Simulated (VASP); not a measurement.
A run of VASP 6.6.1:

Contents of POSCAR:

```
BN
1.0
    2.5539396017      0.0000000000      0.0000000000
   -1.2769698009      2.2117765748      0.0000000000
    0.0000000000      0.0000000000      4.2268550000
N B
2 2
Direct
    0.3333333333      0.6666666667      0.1252760000
    0.6666666667      0.3333333333      0.6252760000
    0.3333333333      0.6666666667      0.4997240000
    0.6666666667      0.3333333333      0.9997240000
```

File INCAR.step1:

```
SYSTEM = BN
GGA      = PE             ! functional
ISMEAR   = 0              ! smearing method
SIGMA    = 0.03           ! smearing width, eV
LWAVE    = .FALSE.        ! write WAVECAR
LCHARG   = .TRUE.         ! write CHGCAR
NBANDS   = 28             ! bands
PREC     = Accurate       ! precision mode
LASPH    = .TRUE.         ! aspherical terms in the spheres
LREAL    = .FALSE.        ! projectors in reciprocal space
ALGO     = Normal         ! electronic algorithm
EDIFF    = 1E-6           ! SCF threshold, eV
NELM     = 120            ! most SCF steps
GGA_COMPAT= .FALSE.      
ENCUT    = 460            ! plane-wave cutoff, eV
EFERMI   = MIDGAP       
KPAR     = 2
```

Contents of KPOINTS.step1:

```
k-points
0
Gamma
  10 10 5
```

INCAR.step2

```
SYSTEM = BN
GGA      = PE             ! functional
ISMEAR   = -5             ! smearing method
LWAVE    = .FALSE.        ! write WAVECAR
LCHARG   = .FALSE.        ! write CHGCAR
NBANDS   = 28             ! bands
PREC     = Accurate       ! precision mode
LASPH    = .TRUE.         ! aspherical terms in the spheres
LREAL    = .FALSE.        ! projectors in reciprocal space
ALGO     = Normal         ! electronic algorithm
EDIFF    = 1E-6           ! SCF threshold, eV
NELM     = 120            ! most SCF steps
GGA_COMPAT= .FALSE.      
ENCUT    = 460            ! plane-wave cutoff, eV
EFERMI   = MIDGAP       
NEDOS    = 2001           ! points of the DOS
LORBIT   = 11             ! projections on sites
EMIN     = -6.8721      
EMAX     = 18.1279      
ICHARG   = 11             ! starting density
KPAR     = 2
```

File KPOINTS.step2:

```
Automatic mesh
0
Gamma
  16 16 9
  0 0 0
```

Potentials or basis: VASP PAW PBE potentials, release 64 (N, B).

Run with:

```bash
$ cat potpaw_PBE.64/N/POTCAR potpaw_PBE.64/B/POTCAR > POTCAR
$ cp INCAR.step1 INCAR
$ cp KPOINTS.step1 KPOINTS
$ mpirun -np 2 vasp_std > vasp.out
$ cp INCAR.step2 INCAR
$ cp KPOINTS.step2 KPOINTS
$ mpirun -np 2 vasp_std > vasp.out
```

Hardware: 2 MPI ranks on Intel(R) Xeon(R) 6975P-C (Granite Rapids), with other jobs on the host.

Task: How long does it take, and how much memory?

Result: Wall time 12 s on 2 MPI ranks on Intel(R) Xeon(R) 6975P-C (Granite Rapids), on a shared host, peak memory 0.16 GiB a rank. Counts: k points 150.
